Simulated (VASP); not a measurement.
# GaAs (P-6m2) in VASP: further runs

The runs below take GaAs through single point, with r2SCAN, PBE0.

Program: VASP 6.6.1. These are calculated values, not measurements. Logs are shortened: lines on timing, memory, paths and dates and some standing lists are left out, and cuts for length are marked.

## (1) The cell of the first run

Symmetry: P-6m2, No. 187, hexagonal system. Conventional cell: a = 3.606 Å, b = 3.606 Å, c = 3.573 Å, α = 90.00°, β = 90.00°, γ = 120.00°. Ga (site symmetry -6m2) has 6 As at 2.74 Å and 8 Ga at 3.57 to 3.61 Å within 3.7 Å. Within 3.7 Å of As (site symmetry -6m2) lie 6 Ga at 2.74 Å and 8 As at 3.57 to 3.61 Å.

## (2) Single point, r2SCAN, non-collinear spin, zero start, spin-orbit coupling

The input, POSCAR:

```
GaAs
1.0
    3.6064012100      0.0000000000      0.0000000000
   -1.8032006000      3.1232350600      0.0000000000
    0.0000000000      0.0000000000      3.5731941600
Ga As
1 1
Direct
    0.3333333300      0.6666666700      0.5000000000
    0.0000000000      0.0000000000      0.0000000000
```

The input, INCAR.step1:

```
PREC = Accurate ; ENCUT = 520
ISMEAR = -1 ; SIGMA = 0.05
LREAL = False ; LASPH = True
NELM = 150 ; LNONCOLLINEAR = True
MAGMOM = 0 0 0 0 0 0 ; LSORBIT = True
GGA_COMPAT = False ; NBANDS = 30
GGA = PE ; ALGO = Normal
EDIFF = 1E-4 ; LWAVE = True
LCHARG = False
```

The input, INCAR.step2:

```
PREC = Accurate ; ENCUT = 520
EDIFF = 1E-7 ; ISMEAR = -1
SIGMA = 0.05 ; LREAL = False
LASPH = True ; NELM = 150
ALGO = Normal ; ISIF = 2
LWAVE = False ; LCHARG = True
LNONCOLLINEAR = True ; MAGMOM = 0 0 0 0 0 0
LORBIT = 11 ; LSORBIT = True
GGA_COMPAT = False ; LORBMOM = True
METAGGA = R2SCAN ; LMIXTAU = True
LVHAR = True ; NBANDS = 30
ISTART = 1
```

The input, KPOINTS:

```
Automatic mesh
0
Gamma
  7 7 6
```

Potentials or basis: VASP PAW PBE potentials, release 64 (Ga_d, As).

Run with:

```sh
> cat potpaw_PBE.64/Ga_d/POTCAR potpaw_PBE.64/As/POTCAR > POTCAR
> cp INCAR.step1 INCAR
> mpirun -np 1 vasp_ncl > vasp.out
> cp INCAR.step2 INCAR
> mpirun -np 1 vasp_ncl > vasp.out
```

OUTCAR:

```text
PREC = Accurate
   ENCUT = 520
   EDIFF = 1E-7
   ISMEAR = -1
   LREAL = False
   LASPH = True
   NELM = 150
   ISIF = 2
   LNONCOLLINEAR = True
   LORBIT = 11
   LSORBIT = True
   METAGGA = R2SCAN
   ISTART = 1

 ion  position               nearest neighbor table
   1  0.333  0.667  0.500-   2 2.74   2 2.74   2 2.74   2 2.74   2 2.74   2 2.74
   2  0.000  0.000  0.000-   1 2.74   1 2.74   1 2.74   1 2.74   1 2.74   1 2.74

  LATTYP: Found a hexagonal cell.
 ALAT       =     3.6064012100
 C/A-ratio  =     0.9907921920

  Lattice vectors:

 A1 = (   3.6064012100,   0.0000000000,   0.0000000000)
 A2 = (  -1.8032006000,   3.1232350600,   0.0000000000)
 A3 = (   0.0000000000,   0.0000000000,   3.5731941600)

Analysis of symmetry for initial positions (statically):
=====================================================================
 Subroutine PRICEL returns:
 Original cell was already a primitive cell.

 Routine SETGRP: Setting up the symmetry group for a
 hexagonal supercell.

 Subroutine GETGRP returns: Found 12 space group operations
 (whereof 12 operations were pure point group operations)
 out of a pool of 24 trial point group operations.

The static configuration has the point symmetry D_3h.

Analysis of symmetry for dynamics (positions and initial velocities):
=====================================================================
 Subroutine PRICEL returns:
 Original cell was already a primitive cell.

 Routine SETGRP: Setting up the symmetry group for a
 hexagonal supercell.

 Subroutine GETGRP returns: Found 12 space group operations
 (whereof 12 operations were pure point group operations)
 out of a pool of 24 trial point group operations.

The dynamic configuration has the point symmetry D_3h.

Analysis of structural, dynamic, and magnetic symmetry:
=====================================================================
 Subroutine PRICEL returns:
 Original cell was already a primitive cell.

 Routine SETGRP: Setting up the symmetry group for a
 hexagonal supercell.

 Subroutine GETGRP returns: Found 12 space group operations
 (whereof 12 operations were pure point group operations)
 out of a pool of 24 trial point group operations.

The overall configuration has the point symmetry D_3h.

 Subroutine INISYM returns: Found 12 space group operations
 (whereof 12 operations are pure point group operations),
 and found     1 'primitive' translations

[... 970 lines left out ...]
 -----------------------------------------------------------------------------------
    total drift:                                0.000007     -0.000004      0.000000

  FREE ENERGIE OF THE ION-ELECTRON SYSTEM (eV)
  ---------------------------------------------------
  free  energy   TOTEN  =       -25.9145980516 eV

  energy  without entropy=      -25.9071769236  energy(sigma->0) =      -25.91088749

 orbital moment (x)

 # of ion     p       d       tot
 ----------------------------------------
  1         0.000   0.000   0.000
  2         0.000   0.000   0.000
 ----------------------------------------
            0.000   0.000   0.000

 orbital moment (y)

 # of ion     p       d       tot
 ----------------------------------------
  1        -0.000   0.000  -0.000
  2         0.000   0.000   0.000
 ----------------------------------------
           -0.000   0.000   0.000

 orbital moment (z)

 # of ion     p       d       tot
 ----------------------------------------
  1         0.000   0.000   0.000
  2         0.000  -0.000  -0.000
 ----------------------------------------
            0.000   0.000   0.000

 Spin-Orbit-Coupling matrix elements

 Ion:    1  E_soc:     -0.0100466
 l=   1
     0.0000000    -0.0008638    -0.0009282
    -0.0008638     0.0000000    -0.0008638
    -0.0009282    -0.0008638     0.0000000
 l=   2
     0.0000000    -0.0001575     0.0000000    -0.0001575    -0.0006293
    -0.0001575     0.0000000    -0.0004741    -0.0001602    -0.0001575
     0.0000000    -0.0004741     0.0000000    -0.0004741     0.0000000
    -0.0001575    -0.0001602    -0.0004741     0.0000000    -0.0001575
    -0.0006293    -0.0001575     0.0000000    -0.0001575     0.0000000
 l=   3
     0.0000000     0.0000000     0.0000000     0.0000000     0.0000000     0.0000000     0.0000000
     0.0000000     0.0000000     0.0000000     0.0000000     0.0000000     0.0000000     0.0000000
     0.0000000     0.0000000     0.0000000     0.0000000     0.0000000     0.0000000     0.0000000
     0.0000000     0.0000000     0.0000000     0.0000000     0.0000000     0.0000000     0.0000000
     0.0000000     0.0000000     0.0000000     0.0000000     0.0000000     0.0000000     0.0000000
     0.0000000     0.0000000     0.0000000     0.0000000     0.0000000     0.0000000     0.0000000
     0.0000000     0.0000000     0.0000000     0.0000000     0.0000000     0.0000000     0.0000000

 Ion:    2  E_soc:     -0.0261392
 l=   1
     0.0000000    -0.0040801    -0.0048858
    -0.0040801     0.0000000    -0.0040801
    -0.0048858    -0.0040801     0.0000000
 l=   2
     0.0000000    -0.0000013     0.0000000    -0.0000013    -0.0000061
    -0.0000013     0.0000000    -0.0000061     0.0000000    -0.0000013
     0.0000000    -0.0000061     0.0000000    -0.0000061     0.0000000
    -0.0000013     0.0000000    -0.0000061     0.0000000    -0.0000013
    -0.0000061    -0.0000013     0.0000000    -0.0000013     0.0000000
 l=   3
     0.0000000     0.0000000     0.0000000     0.0000000     0.0000000     0.0000000     0.0000000
     0.0000000     0.0000000     0.0000000     0.0000000     0.0000000     0.0000000     0.0000000
     0.0000000     0.0000000     0.0000000     0.0000000     0.0000000     0.0000000     0.0000000
     0.0000000     0.0000000     0.0000000     0.0000000     0.0000000     0.0000000     0.0000000
     0.0000000     0.0000000     0.0000000     0.0000000     0.0000000     0.0000000     0.0000000
     0.0000000     0.0000000     0.0000000     0.0000000     0.0000000     0.0000000     0.0000000
     0.0000000     0.0000000     0.0000000     0.0000000     0.0000000     0.0000000     0.0000000

 total charge

# of ion       s       p       d       tot
------------------------------------------
    1        0.949   0.559   9.976  11.483
    2        1.279   1.409   0.037   2.725
--------------------------------------------------
tot          2.228   1.967  10.013  14.208

 magnetization (x)

# of ion       s       p       d       tot
------------------------------------------
    1       -0.000   0.000  -0.000  -0.000
    2        0.000  -0.000  -0.000  -0.000
--------------------------------------------------
tot         -0.000   0.000  -0.000  -0.000

 magnetization (y)

# of ion       s       p       d       tot
------------------------------------------
    1       -0.000   0.000  -0.000  -0.000
    2        0.000   0.000   0.000   0.000
--------------------------------------------------
tot         -0.000   0.000  -0.000   0.000

 magnetization (z)

# of ion       s       p       d       tot
------------------------------------------
    1        0.000  -0.000   0.000  -0.000
    2        0.000   0.000   0.000   0.000
--------------------------------------------------
tot          0.000   0.000   0.000   0.000
```

It took 17 min on 1 thread of Intel Xeon 8259CL, shared host; peak memory 0.33 GiB.

Results:

- Free energy: -25.9146 eV
- Pressure: -2.6 GPa
- Net moment: 0.00 μB per cell
- Valence electrons inside the program's atomic spheres: Ga 11.48; As 2.73

Moments on the atoms (μB; x, y, z):
```
Ga  0.00 0.00 0.00
As  0.00 0.00 0.00
```

Caveat: the PAW data sets were made with another functional, which shifts forces and pressure a little.

## (3) Single point, PBE0

This run uses another cell than the first one, of 19.81 Å³/atom.

The input, POSCAR:

```
GaAs
1.0
    3.7543745939     -0.0000000030      0.0000000000
   -1.8771872943      3.2513837751      0.0000000000
    0.0000000000      0.0000000000      3.2460163749
Ga As
1 1
Direct
    0.3333333333      0.6666666667      0.5000000000
    0.0000000000      0.0000000000      0.0000000000
```

The input, INCAR.step1:

```
SYSTEM = GaAs
ALGO = Normal
EDIFF = 1E-5
ENCUT = 520
GGA = PE
ISIF = 2
ISMEAR = -1
LASPH = .TRUE.
LCHARG = .FALSE.
LREAL = .FALSE.
LWAVE = .TRUE.
NBANDS = 16
NELM = 60
PREC = Accurate
SIGMA = 0.05
```

The input, INCAR.step2:

```
SYSTEM = GaAs
AEXX = 0.25
ALGO = Normal
EDIFF = 1E-6
ENCUT = 520
GGA = PE
ISIF = 2
ISMEAR = -1
ISTART = 1
LASPH = .TRUE.
LCHARG = .FALSE.
LHFCALC = .TRUE.
LREAL = .FALSE.
LWAVE = .FALSE.
NBANDS = 16
NELM = 60
PREC = Accurate
PRECFOCK = Normal
SIGMA = 0.05
```

The input, KPOINTS:

```
k-points
0
G
  5 5 4
  0 0 0
```

Potentials or basis: VASP PAW PBE potentials, release 64 (Ga_d, As).

Run with:

```sh
> cat potpaw_PBE.64/Ga_d/POTCAR potpaw_PBE.64/As/POTCAR > POTCAR
> cp INCAR.step1 INCAR
> mpirun -np 1 vasp_std > vasp.out
> cp INCAR.step2 INCAR
> mpirun -np 1 vasp_std > vasp.out
```

Run time: 27 min. Hardware: 1 thread of Intel Xeon Platinum 8259CL at 2.50GHz (Skylake/Cascade Lake), shared host; peak memory 0.17 GiB.

It converged, with:

- Free energy: -9.5675 eV
- Pressure: 0.2 GPa
- Band gap on the k mesh: zero (bands 9 and 10 overlap by 4.77 eV)

Stress tensor (GPa, compression positive):
```
 2.34  0.00  0.00
 0.00  2.34  0.00
 0.00  0.00 -3.94
```

Levels at points of the mesh, in eV from the Fermi level:
```tsv
k point	band 7	band 8	band 9	band 10	band 11	band 12
(0.00, 0.00, 0.00)	-2.06	-2.06	-1.79	-0.81	4.27	4.27
(0.00, 0.00, 0.50)	-10.31	0.72	0.72	3.58	4.38	5.06
```

Caveat: the k points lie up to 0.48 Å⁻¹ apart, too coarse for converged energies and pressures of a metal; the PAW data sets were made with another functional, which shifts forces and pressure a little.
